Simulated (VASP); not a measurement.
# TaTe (Pm-3m) in VASP: notebook

TaTe is run at these levels: PBE-based screened hybrid, B3LYP; tasks: single point.

All numbers are computed with VASP 6.6.1; they aren't measurements. Logs are shortened: lines on timing, memory, paths and dates and some standing lists are left out, and cuts for length are marked.

### 1 The cell of the first run

The structure is cubic, space group Pm-3m (No. 221). The conventional cell has a = 3.390 Å, b = 3.390 Å, c = 3.390 Å, α = 90.00°, β = 90.00°, γ = 90.00°. Within 3.9 Å of Ta (site symmetry m-3m) lie 8 Te at 2.94 Å and 6 Ta at 3.39 Å. Te (site symmetry m-3m) has 8 Ta at 2.94 Å and 6 Te at 3.39 Å within 3.9 Å.

### 2 Single point, PBE-based screened hybrid

File POSCAR:

```
TaTe
1.0
    3.3896732067      0.0000000000      0.0000000000
    0.0000000000      3.3896732067      0.0000000000
    0.0000000000      0.0000000000      3.3896732067
Ta Te
1 1
Direct
    0.5000000000      0.5000000000      0.5000000000
    0.0000000000      0.0000000000      0.0000000000
```

File INCAR.step1:

```
SYSTEM = TaTe
  ALGO = Normal
  EDIFF = 1E-5
  ENCUT = 520
  GGA = PE
  ISIF = 2
  ISMEAR = -1
  LASPH = .TRUE.
  LCHARG = .FALSE.
  LREAL = .FALSE.
  LWAVE = .TRUE.
  NBANDS = 16
  NELM = 80
  PREC = Accurate
  SIGMA = 0.05
```

File INCAR.step2:

```
SYSTEM = TaTe
  AEXX = 0.25
  ALGO = Normal
  EDIFF = 1E-7
  ENCUT = 520
  GGA = PE
  HFSCREEN = 0.3
  ISIF = 2
  ISMEAR = -1
  ISTART = 1
  LASPH = .TRUE.
  LCHARG = .FALSE.
  LHFCALC = .TRUE.
  LREAL = .FALSE.
  LWAVE = .FALSE.
  NBANDS = 16
  NELM = 80
  PREC = Accurate
  PRECFOCK = Normal
  SIGMA = 0.05
```

File KPOINTS:

```
k-points
0
G
  4 4 4
  0 0 0
```

Potentials or basis: VASP PAW PBE potentials, release 64 (Ta_pv, Te).

The run is started by

```
> cat potpaw_PBE.64/Ta_pv/POTCAR potpaw_PBE.64/Te/POTCAR > POTCAR
> cp INCAR.step1 INCAR
> mpirun -np 1 vasp_std > vasp.out
> cp INCAR.step2 INCAR
> mpirun -np 1 vasp_std > vasp.out
```

OUTCAR:

```text
SYSTEM = TaTe
   AEXX = 0.25
   EDIFF = 1E-7
   ENCUT = 520
   GGA = PE
   HFSCREEN = 0.3
   ISIF = 2
   ISMEAR = -1
   ISTART = 1
   LASPH = .TRUE.
   LHFCALC = .TRUE.
   LREAL = .FALSE.
   NELM = 80
   PREC = Accurate
   PRECFOCK = Normal

 ion  position               nearest neighbor table
   1  0.500  0.500  0.500-   2 2.94   2 2.94   2 2.94   2 2.94   2 2.94   2 2.94   2 2.94   2 2.94

   2  0.000  0.000  0.000-   1 2.94   1 2.94   1 2.94   1 2.94   1 2.94   1 2.94   1 2.94   1 2.94

  LATTYP: Found a simple cubic cell.
 ALAT       =     3.3896732067

  Lattice vectors:

 A1 = (   3.3896732067,   0.0000000000,   0.0000000000)
 A2 = (   0.0000000000,   3.3896732067,   0.0000000000)
 A3 = (   0.0000000000,   0.0000000000,   3.3896732067)

Analysis of symmetry for initial positions (statically):
=====================================================================
 Subroutine PRICEL returns:
 Original cell was already a primitive cell.

 Routine SETGRP: Setting up the symmetry group for a
 simple cubic supercell.

 Subroutine GETGRP returns: Found 48 space group operations
 (whereof 48 operations were pure point group operations)
 out of a pool of 48 trial point group operations.

The static configuration has the point symmetry O_h .

Analysis of symmetry for dynamics (positions and initial velocities):
=====================================================================
 Subroutine PRICEL returns:
 Original cell was already a primitive cell.

 Routine SETGRP: Setting up the symmetry group for a
 simple cubic supercell.

 Subroutine GETGRP returns: Found 48 space group operations
 (whereof 48 operations were pure point group operations)
 out of a pool of 48 trial point group operations.

The dynamic configuration has the point symmetry O_h .

 Subroutine INISYM returns: Found 48 space group operations
 (whereof 48 operations are pure point group operations),
 and found     1 'primitive' translations

----------------------------------------------------------------------------------------

                                     Primitive cell

  volume of cell :      38.9470

  direct lattice vectors                    reciprocal lattice vectors
     3.389673207  0.000000000  0.000000000     0.295013690  0.000000000  0.000000000
     0.000000000  3.389673207  0.000000000     0.000000000  0.295013690  0.000000000
     0.000000000  0.000000000  3.389673207     0.000000000  0.000000000  0.295013690

  length of vectors
     3.389673207  3.389673207  3.389673207     0.295013690  0.295013690  0.295013690

  position of ions in fractional coordinates (direct lattice)
     0.500000000  0.500000000  0.500000000
     0.000000000  0.000000000  0.000000000

  ion indices of the primitive-cell ions
   primitive index   ion index
                 1           1
                 2           2

----------------------------------------------------------------------------------------

 KPOINTS: k-points

Automatic generation of k-mesh.
 Grid dimensions read from file:
 generate k-points for:    4    4    4

 Generating k-lattice:

  Cartesian coordinates                     Fractional coordinates (reciprocal lattice)
     0.073753422  0.000000000  0.000000000     0.250000000  0.000000000  0.000000000
     0.000000000  0.073753422  0.000000000     0.000000000  0.250000000  0.000000000
     0.000000000  0.000000000  0.073753422     0.000000000  0.000000000  0.250000000

  Length of vectors
     0.073753422  0.073753422  0.073753422

  Shift w.r.t. Gamma in fractional coordinates (k-lattice)
     0.000000000  0.000000000  0.000000000

 Subroutine IBZKPT returns following result:
 ===========================================

 Found     10 irreducible k-points:

 Following reciprocal coordinates:
            Coordinates               Weight
  0.000000  0.000000  0.000000      1.000000
  0.250000  0.000000  0.000000      6.000000
  0.500000  0.000000  0.000000      3.000000
  0.250000  0.250000  0.000000     12.000000
  0.500000  0.250000  0.000000     12.000000
  0.500000  0.500000  0.000000      3.000000
  0.250000  0.250000  0.250000      8.000000
  0.500000  0.250000  0.250000     12.000000
  0.500000  0.500000  0.250000      6.000000
  0.500000  0.500000  0.500000      1.000000
   k-points           NKPTS =     10   k-points in BZ     NKDIM =     64   number of bands    NBANDS=     16
   number of dos      NEDOS =    301   number of ions     NIONS =      2
   total plane-waves  NPLWV =  21952
   dimension x,y,z NGX =    28 NGY =   28 NGZ =   28
   dimension x,y,z NGXF=    56 NGYF=   56 NGZF=   56
   ions per type =               1   1
   NGX,Y,Z   is equivalent  to a cutoff of  13.73, 13.73, 13.73 a.u.
   NGXF,Y,Z  is equivalent  to a cutoff of  27.47, 27.47, 27.47 a.u.
 SYSTEM =  TaTe
   PREC   = accura    normal or accurate (medium, high low for compatibility)
   ISTART =      1    job   : 0-new  1-cont  2-samecut
   ICHARG =      0    charge: 1-file 2-atom 10-const
   ISPIN  =      1    spin polarized calculation?
   LNONCOLLINEAR =      F non collinear calculations
   LSORBIT =      F    spin-orbit coupling
   LASPH  =      T    aspherical Exc in radial PAW
   ENCUT  =  520.0 eV  38.22 Ry    6.18 a.u.   6.30  6.30  6.30*2*pi/ulx,y,z
   NELM   =     80;   NELMIN=  2; NELMDL=  0     # of ELM steps
   EDIFF  = 0.1E-06   stopping-criterion for ELM
   LREAL  =      F    real-space projection
   EDIFFG = 0.1E-05   stopping-criterion for IOM
   NSW    =      0    number of steps for IOM
   IBRION =     -1    ionic relax: 0-MD 1-quasi-New 2-CG
   NFREE  =      0    steps in history (QN), initial steepest desc. (CG)
   ISIF   =      2    stress and relaxation
   ISYM   =      3    0-nonsym 1-usesym 2-fastsym
   POTIM  = 0.5000    time-step for ionic-motion
   TEBEG  =    0.0;   TEEND  =   0.0 temperature during run
   PSTRESS=    0.0 pullay stress
   NELECT =      17.0000    total number of electrons
   NUPDOWN=      -1.0000    fix difference up-down
   EMIN   =  10.00;   EMAX   =-10.00  energy-range for DOS
   EFERMI =   0.00;   METHOD = LEGACY
   ISMEAR =    -1;   SIGMA  =   0.05  broadening in eV -4-tet -1-fermi 0-gaus
   EFERMI_NEDOS =   21; number of points for ismear=-14 and -15
   IALGO  =     38    algorithm
   IMIX   =      1    mixing-type and parameters
     AMIX     =   0.40;   BMIX     =  1.00
     AMIX_MAG =   1.60;   BMIX_MAG =  1.00
  volume/ion in A,a.u.               =      19.47       131.41
  Fermi-wavevector in a.u.,A,eV,Ry     =   1.241843  2.346743 20.982547  1.542174
  Thomas-Fermi vector in A             =   2.376223
   LORBIT       =      0    0 simple, 1 ext, 2 COOP (PROOUT), +10 PAW based schemes
   GGA     = PE    functional components
   LHFCALC =     T    Hartree Fock is set to
   PRECFOCK=normal    Normal, Fast or Accurate (Low or Medium for compatibility)
   ENCUT4O =  -1.0   cutoff for four orbital integrals eV
   NKREDX  =     1    reduce k-point grid by
   NKREDY  =     1    reduce k-point grid by
   NKREDZ  =     1    reduce k-point grid by
   AEXX    =    0.2500 exact exchange contribution
   HFSCREEN=    0.3000 screening length (either q_TF or 0.3 A-1)
   HFSCREENC=   0.3000 screening length for correlation (either q_TF or 0.3 A-1)
   ENCUTFOCK=  -1.0 apply spherical cutoff to Coloumb kernel
   IVDW    =     0    specifies the selected vdW correction
   LEPSILON=     F    determine dielectric tensor
   LRPA    =     F    only Hartree local field effects (RPA)
 non-spin polarized calculation
  energy-cutoff  :      520.00
  volume of cell :       38.95
 maximum number of plane-waves:      1064
 NGX is ok and might be reduce to    28
  NGX = 20; NGY = 20; NGZ = 20

 number of electron      17.0000002 magnetization

 Free energy of the ion-electron system (eV)
  ---------------------------------------------------
  ext. energy  EPLUGINS =         0.00000000
  ---------------------------------------------------
  free energy    TOTEN  =       -16.79143145 eV

  energy without entropy =      -16.77666816  energy(sigma->0) =      -16.78404981

 E-fermi :  10.4588     XC(G=0): -10.0183

 val. band max:        9.8316278747   @ k =   0.5000   0.5000   0.0000
 cond. band min:      10.5094801952   @ k =   0.5000   0.5000   0.0000
 fundamental gap:      0.6778523204
 Fermi energy:        10.4587720070

 k-point     1 :       0.0000    0.0000    0.0000
  band No.  band energies     occupation
      1     -27.3094      2.00000
      2     -27.3094      2.00000
      3     -27.3094      2.00000
      4      -6.5234      2.00000
      5       6.6188      2.00000
      6       6.6188      2.00000
[... 8 lines left out ...]
     15      19.2068      0.00000
     16      23.1858      0.00000

 k-point     2 :       0.2500    0.0000    0.0000
  band No.  band energies     occupation
      1     -27.4176      2.00000
      2     -27.2967      2.00000
      3     -27.2967      2.00000
      4      -5.6434      2.00000
      5       3.1534      2.00000
      6       7.0214      2.00000
[... 8 lines left out ...]
     15      21.3051      0.00000
     16      21.3051      0.00000

 k-point     3 :       0.5000    0.0000    0.0000
  band No.  band energies     occupation
      1     -27.5238      2.00000
      2     -27.2840      2.00000
      3     -27.2840      2.00000
      4      -4.2295      2.00000
      5       0.2249      2.00000
      6       6.6310      2.00000
[... 8 lines left out ...]
     15      17.5400      0.00000
     16      17.5400      0.00000

 k-point     4 :       0.2500    0.2500    0.0000
  band No.  band energies     occupation
      1     -27.4054      2.00000
      2     -27.4028      2.00000
      3     -27.2860      2.00000
      4      -4.9355      2.00000
      5       3.3020      2.00000
      6       4.3146      2.00000
[... 8 lines left out ...]
     15      20.0759      0.00000
     16      20.3169      0.00000
[... 58 lines left out ...]
 k-point     8 :       0.5000    0.2500    0.2500
  band No.  band energies     occupation
      1     -27.4951      2.00000
      2     -27.3818      2.00000
      3     -27.3755      2.00000
      4      -3.4261      2.00000
      5       2.0459      2.00000
      6       4.0255      2.00000
[... 8 lines left out ...]
     15      17.9692      0.00000
     16      20.7732      0.00000

 k-point     9 :       0.5000    0.5000    0.2500
  band No.  band energies     occupation
      1     -27.4806      2.00000
      2     -27.4806      2.00000
      3     -27.3667      2.00000
      4      -2.7529      2.00000
      5       2.8175      2.00000
      6       2.8175      2.00000
[... 8 lines left out ...]
     15      17.8460      0.00000
     16      19.9508      0.00000

 k-point    10 :       0.5000    0.5000    0.5000
  band No.  band energies     occupation
      1     -27.4658      2.00000
      2     -27.4658      2.00000
      3     -27.4658      2.00000
      4      -1.3631      2.00000
      5       2.4058      2.00000
      6       2.4058      2.00000
[... 8 lines left out ...]
     15      16.4506      0.00000
     16      16.4506      0.00000

------------------------ aborting loop because EDIFF is reached ----------------------------------------

  FORCE on cell =-STRESS in cart. coord.  units (eV):
  Direction    XX          YY          ZZ          XY          YZ          ZX
  --------------------------------------------------------------------------------------
  -------------------------------------------------------------------------------------
  Total       -0.2138087     -0.2138087     -0.2138087     -0.0000000      0.0000000     -0.0000000
  in kB       -8.7955383     -8.7955383     -8.7955383     -0.0000000      0.0000000     -0.0000000
  external PRESSURE =      -8.7955383 kB  Pullay stress =       0.0000000 kB

 VOLUME and BASIS-vectors are now :
 -----------------------------------------------------------------------------
  energy-cutoff  :      520.00
  volume of cell :       38.95
      direct lattice vectors                 reciprocal lattice vectors
     3.389673207  0.000000000  0.000000000     0.295013690  0.000000000  0.000000000
     0.000000000  3.389673207  0.000000000     0.000000000  0.295013690  0.000000000
     0.000000000  0.000000000  3.389673207     0.000000000  0.000000000  0.295013690

 POSITION                                       TOTAL-FORCE (eV/Angst)
 -----------------------------------------------------------------------------------
      1.69484      1.69484      1.69484         0.000000      0.000000      0.000000
      0.00000      0.00000      0.00000         0.000000      0.000000      0.000000
 -----------------------------------------------------------------------------------
    total drift:                                0.000000      0.000000      0.000000

  FREE ENERGIE OF THE ION-ELECTRON SYSTEM (eV)
  ---------------------------------------------------
  free  energy   TOTEN  =       -16.7914314538 eV

  energy  without entropy=      -16.7766681614  energy(sigma->0) =      -16.78404981
```

Wall time 16 min (1 thread of Intel Xeon Platinum 8259CL at 2.50GHz (Skylake/Cascade Lake), shared host); peak memory 0.26 GiB.

Results:

* Free energy: -16.7914 eV
* Pressure: -0.9 GPa

Caveat: the k points lie up to 0.46 Å⁻¹ apart; the PAW data sets were made with another functional, which shifts forces and pressure a little; spin-orbit coupling is left out, which moves the levels of the heavy elements.

### 3 Single point, B3LYP

This run uses another cell than the first one, of 20.00 Å³/atom, 1.027 times its volume.

File POSCAR:

```
TaTe
1.0
    3.4200900000      0.0000000000      0.0000000000
    0.0000000000      3.4200900000      0.0000000000
    0.0000000000      0.0000000000      3.4200900000
Ta Te
1 1
Direct
    0.5000000000      0.5000000000      0.5000000000
    0.0000000000      0.0000000000      0.0000000000
```

File INCAR.step1:

```
SYSTEM = TaTe
PREC     = Accurate       ! precision mode
ENCUT    = 520            ! plane-wave cutoff, eV
EDIFF    = 1E-5           ! SCF threshold, eV
ISMEAR   = -1             ! smearing method
SIGMA    = 0.05           ! smearing width, eV
LREAL    = .FALSE.        ! projectors in reciprocal space
LASPH    = .TRUE.         ! aspherical terms in the spheres
NELM     = 60             ! most SCF steps
ALGO     = Normal         ! electronic algorithm
ISIF     = 2              ! what is computed and relaxed
LWAVE    = .TRUE.         ! write WAVECAR
LCHARG   = .FALSE.        ! write CHGCAR
NBANDS   = 16             ! bands
GGA      = PE             ! functional
```

File INCAR.step2:

```
SYSTEM = TaTe
PREC     = Accurate       ! precision mode
ENCUT    = 520            ! plane-wave cutoff, eV
EDIFF    = 1E-6           ! SCF threshold, eV
ISMEAR   = -1             ! smearing method
SIGMA    = 0.05           ! smearing width, eV
LREAL    = .FALSE.        ! projectors in reciprocal space
LASPH    = .TRUE.         ! aspherical terms in the spheres
NELM     = 60             ! most SCF steps
ALGO     = Normal         ! electronic algorithm
ISIF     = 2              ! what is computed and relaxed
LWAVE    = .FALSE.        ! write WAVECAR
LCHARG   = .FALSE.        ! write CHGCAR
GGA      = B3             ! functional
LHFCALC  = .TRUE.         ! exact exchange
AEXX     = 0.2            ! exact-exchange fraction
AGGAX    = 0.72         
AGGAC    = 0.81         
ALDAC    = 0.19         
PRECFOCK = Normal       
NBANDS   = 16             ! bands
ISTART   = 1
```

File KPOINTS:

```
regular mesh
0
G
  4 4 4
  0 0 0
```

Potentials or basis: VASP PAW PBE potentials, release 64 (Ta_pv, Te).

The run is started by

```
> cat potpaw_PBE.64/Ta_pv/POTCAR potpaw_PBE.64/Te/POTCAR > POTCAR
> cp INCAR.step1 INCAR
> mpirun -np 1 vasp_std > vasp.out
> cp INCAR.step2 INCAR
> mpirun -np 1 vasp_std > vasp.out
```

Wall time 7.7 min (1 thread of Intel Xeon Platinum 8259CL at 2.50GHz (Skylake/Cascade Lake), shared host); peak memory 0.18 GiB.

It converged, with:

```yaml
Free_energy: -15.7675 eV
Pressure: 3.6 GPa
```

Levels at points of the mesh, in eV from the Fermi level:
```
           k point  band 5  band 6  band 7  band 8  band 9  band 10  band 11  band 12
(0.00, 0.00, 0.00)   -4.00   -4.00   -2.44   -2.44   -2.44     1.53     1.53     1.53
(0.50, 0.00, 0.00)  -10.15   -4.08   -4.08   -3.20    1.79     2.70     4.95     5.40
(0.50, 0.50, 0.00)   -7.16   -7.16   -4.54   -0.84   -0.84    -0.35     1.63     3.14
(0.50, 0.50, 0.50)   -8.05   -8.05   -8.05    1.64    1.64     1.64     3.24     3.24
```

Caveat: the k points lie up to 0.46 Å⁻¹ apart; the PAW data sets were made with another functional, which shifts forces and pressure a little; spin-orbit coupling is left out, which moves the levels of the heavy elements.
